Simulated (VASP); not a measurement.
# CdS (F-43m) in VASP: further runs, part 2 of 2

VASP 6.6.1. The steps go on from the part before.

**5. Single point, r2SCAN (strain +0.080 along x and y, +0.080 along z)**

The input, POSCAR:

```
CdS
1.0
    0.0000000000      3.1428000000      3.1428000000
    3.1428000000      0.0000000000      3.1428000000
    3.1428000000      3.1428000000      0.0000000000
Cd S
1 1
Direct
    0.0000000000      0.0000000000      0.0000000000
    0.7500000000      0.7500000000      0.7500000000
```

The input, INCAR.step1:

```
SYSTEM = CdS
PREC = Accurate ; ENCUT = 520
ISMEAR = 0 ; SIGMA = 0.05
LREAL = .FALSE. ; LASPH = .TRUE.
NELM = 80 ; NBANDS = 16
GGA = PE ; ALGO = Normal
EDIFF = 1E-4 ; LWAVE = .TRUE.
LCHARG = .FALSE.
```

The input, INCAR.step2:

```
SYSTEM = CdS
PREC = Accurate ; ENCUT = 520
EDIFF = 1E-6 ; ISMEAR = 0
SIGMA = 0.05 ; LREAL = .FALSE.
LASPH = .TRUE. ; NELM = 80
ALGO = Normal ; ISIF = 2
LWAVE = .FALSE. ; LCHARG = .FALSE.
METAGGA = R2SCAN ; LMIXTAU = .TRUE.
NBANDS = 16 ; ISTART = 1
```

The input, KPOINTS:

```
regular mesh
0
G
  8 8 8
  0 0 0
```

Potentials or basis: VASP PAW PBE potentials, release 64 (Cd, S).

The run is started by

```bash
$ cat potpaw_PBE.64/Cd/POTCAR potpaw_PBE.64/S/POTCAR > POTCAR
$ cp INCAR.step1 INCAR
$ mpirun -np 1 vasp_std > vasp.out
$ cp INCAR.step2 INCAR
$ mpirun -np 1 vasp_std > vasp.out
```

OUTCAR:

```text
SYSTEM = CdS
   PREC = Accurate
   ENCUT = 520
   EDIFF = 1E-6
   ISMEAR = 0
   LREAL = .FALSE.
   LASPH = .TRUE.
   NELM = 80
   ISIF = 2
   METAGGA = R2SCAN
   ISTART = 1

 ion  position               nearest neighbor table
   1  0.000  0.000  0.000-   2 2.72   2 2.72   2 2.72   2 2.72
   2  0.750  0.750  0.750-   1 2.72   1 2.72   1 2.72   1 2.72

  LATTYP: Found a face centered cubic cell.
 ALAT       =     6.2856000000

  Lattice vectors:

[... 642 lines left out ...]
 [... further k-points ...]

------------------------ aborting loop because EDIFF is reached ----------------------------------------

  FORCE on cell =-STRESS in cart. coord.  units (eV):
  Direction    XX          YY          ZZ          XY          YZ          ZX
  --------------------------------------------------------------------------------------
  -------------------------------------------------------------------------------------
  Total       -2.9553877     -2.9553877     -2.9553877      0.0000000      0.0000000      0.0000000
  in kB      -76.2684315    -76.2684315    -76.2684315      0.0000000      0.0000000      0.0000000
  external PRESSURE =     -76.2684315 kB  Pullay stress =       0.0000000 kB

 VOLUME and BASIS-vectors are now :
 -----------------------------------------------------------------------------
  energy-cutoff  :      520.00
  volume of cell :       62.08
      direct lattice vectors                 reciprocal lattice vectors
     0.000000000  3.142800000  3.142800000    -0.159093802  0.159093802  0.159093802
     3.142800000  0.000000000  3.142800000     0.159093802 -0.159093802  0.159093802
     3.142800000  3.142800000  0.000000000     0.159093802  0.159093802 -0.159093802

 POSITION                                       TOTAL-FORCE (eV/Angst)
 -----------------------------------------------------------------------------------
      0.00000      0.00000      0.00000        -0.000000     -0.000000     -0.000000
      4.71420      4.71420      4.71420         0.000000      0.000000      0.000000
 -----------------------------------------------------------------------------------
    total drift:                                0.000001      0.000001      0.000001

  FREE ENERGIE OF THE ION-ELECTRON SYSTEM (eV)
  ---------------------------------------------------
  free  energy   TOTEN  =       -29.3720126480 eV

  energy  without entropy=      -29.3720126480  energy(sigma->0) =      -29.37201265
```

OUTCAR.step1:

```text
SYSTEM = CdS
   PREC = Accurate
   ENCUT = 520
   ISMEAR = 0
   LREAL = .FALSE.
   LASPH = .TRUE.
[... 678 lines left out ...]
      0.00000      0.00000      0.00000        -0.000000     -0.000000     -0.000000
      4.71420      4.71420      4.71420         0.000000      0.000000      0.000000
 -----------------------------------------------------------------------------------
    total drift:                                0.000000      0.000000      0.000000

  FREE ENERGIE OF THE ION-ELECTRON SYSTEM (eV)
  ---------------------------------------------------
  free  energy   TOTEN  =        -5.9289116837 eV

  energy  without entropy=       -5.9289116837  energy(sigma->0) =       -5.92891168
```

OSZICAR.step1:

```text
N       E                     dE             d eps       ncg     rms          rms(c)
DAV:   1     0.107281284830E+03    0.10728E+03   -0.86156E+03   944   0.990E+02
DAV:   2    -0.181557802964E+01   -0.10910E+03   -0.10332E+03  1120   0.247E+02
DAV:   3    -0.651959141979E+01   -0.47040E+01   -0.46902E+01  1144   0.526E+01
DAV:   4    -0.655164298907E+01   -0.32052E-01   -0.32045E-01  1232   0.426E+00
DAV:   5    -0.655211159731E+01   -0.46861E-03   -0.46860E-03  1096   0.486E-01    0.524E+00
DAV:   6    -0.594183172852E+01    0.61028E+00   -0.10408E+00  1376   0.102E+01    0.462E+00
DAV:   7    -0.592930655147E+01    0.12525E-01   -0.14438E-01  1128   0.270E+00    0.240E+00
DAV:   8    -0.592840887500E+01    0.89768E-03   -0.11689E-02  1096   0.119E+00    0.186E-01
DAV:   9    -0.592856315401E+01   -0.15428E-03   -0.12234E-03  1168   0.379E-01    0.110E-01
DAV:  10    -0.592882248446E+01   -0.25933E-03   -0.25160E-04  1112   0.126E-01    0.788E-02
DAV:  11    -0.592891168370E+01   -0.89199E-04   -0.10804E-04  1128   0.610E-02
   1 F= -.59289117E+01 E0= -.59289117E+01  d E =-.111793E-14
```

It took 54 s on 1 thread of Intel Xeon 6975P-C (Granite Rapids), shared host; peak memory 0.22 GiB.

Results:

```
Free energy            : -29.3720 eV
Pressure               : -7.6 GPa
Band gap on the k mesh : 1.05 eV
```

Levels at points of the mesh, in eV from the valence-band top:
```csv
k point,band 7,band 8,band 9,band 10,band 11,band 12
"(0.00, 0.00, 0.00)",0.00,0.00,0.00,1.05,6.99,6.99
"(0.50, 0.00, 0.00)",-3.26,-0.49,-0.49,3.02,7.11,7.35
"(0.50, 0.50, 0.00)",-3.07,-1.25,-1.25,4.10,4.29,8.84
```

Caveat: the cell differs from its parent crystal (strain +0.080 along x and y, +0.080 along z); the cell stands under tension; the PAW data sets were made with another functional, which shifts forces and pressure a little.

**6. Overview**

```csv
cell,gap on the mesh (eV),pressure (GPa)
"a = 3.786 Å, angles 60.0°, 2 atoms",2.12,32.7
"a = 3.951 Å, angles 60.0°, 2 atoms",1.88,13.5
"a = 4.280 Å, angles 60.0°, 2 atoms",1.33,-4.2
"a = 4.445 Å, angles 60.0°, 2 atoms",1.05,-7.6
```

Alike in all rows: task single point; level r2SCAN; potentials or basis VASP PAW PBE potentials, release 64 (Cd, S); no spin polarisation; k mesh 8 × 8 × 8; cutoff (eV) 520; smearing gaussian 0.05 eV.

Caveats: the PAW data sets were made with another functional, which shifts forces and pressure a little; the cell stands under pressure (at least some runs); the cell stands under tension (at least some runs).

Absolute energies hang on the potentials; compare differences alone.
